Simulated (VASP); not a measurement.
# CdSe (F-43m) in VASP: further runs, part 2 of 2

VASP 6.6.1.

### 3 Relaxation of cell and atoms, PBEsol, target pressure 4 GPa, at which the enthalpy is minimised

Contents of INCAR:

```
PREC = Accurate
ENCUT = 600
EDIFF = 1E-6
ISMEAR = 0
SIGMA = 0.01
LREAL = F
LASPH = T
NELM = 60
ALGO = Normal
ISIF = 3
LWAVE = F
LCHARG = F
GGA = PS
IBRION = 2
NSW = 100
EDIFFG = -0.002
PSTRESS = 40.0
```

Contents of KPOINTS:

```
Automatic mesh
0
Gamma
  6 6 6
```

Contents of POSCAR:

```
CdSe
1.0
    3.0413144136      3.0413144136      0.0000000000
   -3.0413144136      3.0413144136      0.0000000000
    0.0000000000      3.0413144136      3.0413144136
Cd Se
1 1
Direct
    0.0000000000      0.0000000000      0.0000000000
    0.7500000000      0.2500000000      0.5000000000
```

Potentials or basis: VASP PAW PBE potentials, release 64 (Cd, Se).

The run is started by

```bash
cat potpaw_PBE.64/Cd/POTCAR potpaw_PBE.64/Se/POTCAR > POTCAR
mpirun -np 1 vasp_std > vasp.out
```

OUTCAR:

```text
PREC = Accurate
   ENCUT = 600
   EDIFF = 1E-6
   ISMEAR = 0
   LREAL = F
   LASPH = T
   NELM = 60
   ISIF = 3
   GGA = PS
   IBRION = 2
   NSW = 100
   EDIFFG = -0.002
   PSTRESS = 40.0

 ion  position               nearest neighbor table
   1  0.000  0.000  0.000-   2 2.63   2 2.63   2 2.63   2 2.63
   2  0.750  0.250  0.500-   1 2.63   1 2.63   1 2.63   1 2.63

  LATTYP: Found a face centered cubic cell.
 ALAT       =     6.0826288272

  Lattice vectors:

 A1 = (   0.0000000000,   3.0413144136,   3.0413144136)
 A2 = (   3.0413144136,   0.0000000000,   3.0413144136)
 A3 = (   3.0413144136,   3.0413144136,   0.0000000000)

Analysis of symmetry for initial positions (statically):
=====================================================================
 Subroutine PRICEL returns:
 Original cell was already a primitive cell.

 Routine SETGRP: Setting up the symmetry group for a
 face centered cubic supercell.

 Subroutine GETGRP returns: Found 24 space group operations
 (whereof 24 operations were pure point group operations)
 out of a pool of 48 trial point group operations.

The static configuration has the point symmetry T_d .

[... 142 lines left out ...]

--------------------------------------- Ionic step        1  -------------------------------------------

 number of electron      17.9999999 magnetization

 Free energy of the ion-electron system (eV)
  ---------------------------------------------------
  ext. energy  EPLUGINS =         0.00000000
  ---------------------------------------------------
  free energy    TOTEN  =        -6.17249446 eV

  energy without entropy =       -6.17249446  energy(sigma->0) =       -6.17249446

------------------------ aborting loop because EDIFF is reached ----------------------------------------

  FORCE on cell =-STRESS in cart. coord.  units (eV):
  Direction    XX          YY          ZZ          XY          YZ          ZX
  --------------------------------------------------------------------------------------
  -------------------------------------------------------------------------------------
  Total        0.1005227      0.1005227      0.1005227      0.0000000     -0.0000000      0.0000000
  in kB        2.8626016      2.8626016      2.8626016      0.0000000     -0.0000000      0.0000000
  external PRESSURE =     -37.1373984 kB  Pullay stress =      40.0000000 kB
[... 63 lines left out ...]
--------------------------------------- Ionic step        3  -------------------------------------------

 number of electron      18.0000001 magnetization

 Free energy of the ion-electron system (eV)
  ---------------------------------------------------
  ext. energy  EPLUGINS =         0.00000000
  ---------------------------------------------------
  free energy    TOTEN  =        -6.13075281 eV

  energy without entropy =       -6.13075281  energy(sigma->0) =       -6.13075281

 E-fermi :   1.3774     XC(G=0):  -9.3752

 val. band max:        1.3157964018   @ k =   0.0000   0.0000   0.0000
 cond. band min:       1.9143612508   @ k =   0.0000   0.0000   0.0000
 fundamental gap:      0.5985648490
 Fermi energy:         1.3774404239

 k-point     1 :       0.0000    0.0000    0.0000
  band No.  band energies     occupation
      1     -11.6698      2.00000
      2      -6.8336      2.00000
      3      -6.8336      2.00000
      4      -6.8336      2.00000
      5      -6.3828      2.00000
      6      -6.3828      2.00000
      7       1.3158      2.00000
      8       1.3158      2.00000
      9       1.3158      2.00000
     10       1.9144      0.00000
     11       7.1573      0.00000
     12       7.1573      0.00000
     13       7.1573      0.00000
[... 271 lines left out ...]
  energy  without entropy=       -6.1307528089  energy(sigma->0) =       -6.13075281

  enthalpy is  TOTEN    =        -4.8082559564 eV   P V=        1.3224968525

 reached required accuracy - stopping structural energy minimisation
```

OSZICAR:

```text
N       E                     dE             d eps       ncg     rms          rms(c)
DAV:   1     0.111408402984E+03    0.11141E+03   -0.98928E+03   432   0.140E+03
DAV:   2    -0.168035167936E+01   -0.11309E+03   -0.10748E+03   476   0.296E+02
DAV:   3    -0.652955652875E+01   -0.48492E+01   -0.48244E+01   471   0.624E+01
[... 25 lines left out ...]
DAV:   4    -0.613092110335E+01    0.26784E-02   -0.43233E-03   446   0.612E-01    0.201E-01
DAV:   5    -0.613075417181E+01    0.16693E-03   -0.81914E-04   456   0.458E-01    0.459E-02
DAV:   6    -0.613074988364E+01    0.42882E-05   -0.12613E-04   456   0.150E-01    0.209E-02
DAV:   7    -0.613075278421E+01   -0.29006E-05   -0.39578E-06   471   0.162E-02    0.394E-03
DAV:   8    -0.613075280890E+01   -0.24689E-07   -0.72658E-07   213   0.134E-02
   3 F= -.48082560E+01 E0= -.48082560E+01  d E =-.403961E-01
```

Run time: 33 s. Hardware: 1 thread of Intel Xeon 6975P-C (Granite Rapids), shared host; peak memory 0.22 GiB.

What came out:

```
Free energy                                            : -6.1308 eV
Relaxed volume                                         : 26.49 Å³/atom
Relaxed cell                                           : a = 4.216 Å, b = 4.216 Å, c = 4.216 Å, α = 60.00°, β = 60.00°, γ = 90.00°
Space group after relaxing (to 0.05 Å)                 : F-43m (No. 216)
Energy change on relaxing (the enthalpy is what falls) : +20.9 meV/atom
Ionic steps                                            : 3
Pressure after relaxing                                : 4.0 GPa
Band gap on the k mesh                                 : 0.60 eV, direct
```

Step by step:
```csv
step,energy change (eV),largest force (eV/Å),pressure (GPa),volume (Å³)
1,0.0000,0.0000,0.29,56.26
2,0.1032,0.0000,6.70,51.12
3,0.0417,0.0000,4.00,52.97
```

Final structure:
```xyz
2
Lattice="2.9808 2.9808 0.0000 -2.9808 2.9808 0.0000 0.0000 2.9808 2.9808" Properties=species:S:1:pos:R:3 pbc="T T T"
Cd    0.0000    0.0000    0.0000
Se    1.4904    4.4713    1.4904
```

Caveat: the cell is relaxed towards a set pressure, so the enthalpy falls and the energy may rise; the PAW data sets were made with another functional, which shifts forces and pressure a little. Expect the measured gap to be larger: semilocal functionals such as PBEsol lack the derivative discontinuity.

### 4 Relaxation of cell and atoms, PBEsol, target pressure 7 GPa, at which the enthalpy is minimised

Contents of INCAR:

```
  PREC = Accurate
  ENCUT = 600
  EDIFF = 1E-6
  ISMEAR = 0
  SIGMA = 0.01
  LREAL = F
  LASPH = T
  NELM = 60
  ALGO = Normal
  ISIF = 3
  LWAVE = F
  LCHARG = F
  GGA = PS
  IBRION = 2
  NSW = 100
  EDIFFG = -0.002
  PSTRESS = 70.0
```

KPOINTS is that of step 3.

POSCAR is that of step 3.

The run is started by

```bash
cat potpaw_PBE.64/Cd/POTCAR potpaw_PBE.64/Se/POTCAR > POTCAR
mpirun -np 1 vasp_std > vasp.out
```

It took 71 s on 1 thread of Intel Xeon 6975P-C (Granite Rapids), shared host; peak memory 0.22 GiB.

It converged, with:

* Free energy: -6.0621 eV
* Relaxed volume: 25.47 Å³/atom
* Relaxed cell: a = 4.161 Å, b = 4.161 Å, c = 4.161 Å, α = 60.00°, β = 60.00°, γ = 90.00°
* Space group after relaxing (to 0.05 Å): F-43m (No. 216)
* Energy change on relaxing (the enthalpy is what falls): +55.2 meV/atom
* Ionic steps: 7
* Pressure after relaxing: 7.0 GPa
* Band gap on the k mesh: 0.67 eV, direct

Step by step:
| step | energy change (eV) | largest force (eV/Å) | pressure (GPa) | volume (Å³) |
| --- | --- | --- | --- | --- |
| 1 | 0.0000 | 0.0000 | 0.29 | 56.26 |
| 2 | 0.3558 | 0.0000 | 14.49 | 47.20 |
| 3 | 0.1089 | 0.0000 | 6.94 | 50.98 |
| 4 | 0.1134 | 0.0000 | 7.12 | 50.88 |
| 5 | 0.1078 | 0.0000 | 6.89 | 51.01 |
| 6 | 0.1111 | 0.0000 | 7.03 | 50.93 |
| 7 | 0.1104 | 0.0000 | 6.99 | 50.95 |

Final structure:
```
Cd Se
1.0
     2.94237    2.94237    0.00000
    -2.94237    2.94237    0.00000
     0.00000    2.94237    2.94237
Cd Se
1 1
Direct
  0.00000 0.00000 0.00000
  0.75000 0.25000 0.50000
```

Levels at points of the mesh, in eV from the valence-band top:
```
           k point  band 7  band 8  band 9  band 10  band 11  band 12
(0.00, 0.00, 0.00)    0.00    0.00    0.00     0.67     5.83     5.83
(0.50, 0.00, 0.00)   -5.09   -0.92   -0.92     2.39     6.36     6.36
(0.50, 0.50, 0.00)   -4.61   -2.25   -2.25     2.79     3.72     9.48
```

Caveat: the cell is relaxed towards a set pressure, so the enthalpy falls and the energy may rise; the PAW data sets were made with another functional, which shifts forces and pressure a little.

### 5 Summary

| cell | gap on the mesh (eV) | pressure (GPa) |
| --- | --- | --- |
| relaxed to 2 GPa | 0.54 | 2.0 |
| relaxed to 4 GPa | 0.60 | 4.0 |
| relaxed to 7 GPa | 0.67 | 7.0 |

Alike in all rows: task relaxation of cell and atoms; level PBEsol; potentials or basis VASP PAW PBE potentials, release 64 (Cd, Se); no spin polarisation; k mesh 6 × 6 × 6; cutoff (eV) 600; smearing gaussian 0.01 eV.

Caveats: the cell is relaxed towards a set pressure, so the enthalpy falls and the energy may rise; the PAW data sets were made with another functional, which shifts forces and pressure a little.

Total energies depend on the potentials used, so only differences within one code and one set of settings carry meaning.
